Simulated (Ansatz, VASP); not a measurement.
# CuI in VASP and in Ansatz

```
I Cu
1.0
     0.00000    3.03150    3.03150
     3.03150    0.00000    3.03150
     3.03150    3.03150    0.00000
I Cu
1 1
Direct
  0.00000 0.00000 0.00000
  0.75000 0.75000 0.75000
```

Alike in both runs: functional PBEsol-based global hybrid with a share of 0.25 of exact exchange; k mesh 4 × 4 × 4; occupations fermi-dirac, width 0.05 eV; no spin polarisation.

|  | VASP | Ansatz |
| --- | --- | --- |
| version | VASP 6.6.1 | Ansatz 0.2.0 |
| potentials or method | VASP PAW PBE potentials, release 64 (I, Cu) | Ansatz PAW |
| plane-wave cutoff (eV) | 520 | 420 |
| valence electrons in the cell | 18 | 36 |
| task | single point | band structure |

Ansatz gave:

* gap on the k mesh at the Fermi level (eV): 3.21
* least direct gap on the mesh (eV): 3.21
* pressure (GPa): -1.4

Q: Which values does VASP return?

A: gap on the k mesh at the Fermi level (eV): 3.19; least direct gap on the mesh (eV): 3.19; pressure (GPa): -1.6.

VASP's potentials were made for PBE, not for PBEsol-based global hybrid. With one functional, cell and mesh, what is left measures potentials, basis and numerics. VASP's potentials hold 18 valence electrons a cell and Ansatz's 36, so a difference there can come from the potentials and not from the codes.

The k mesh is coarse, so the values compare programs but aren't converged. Spin-orbit coupling is off throughout.
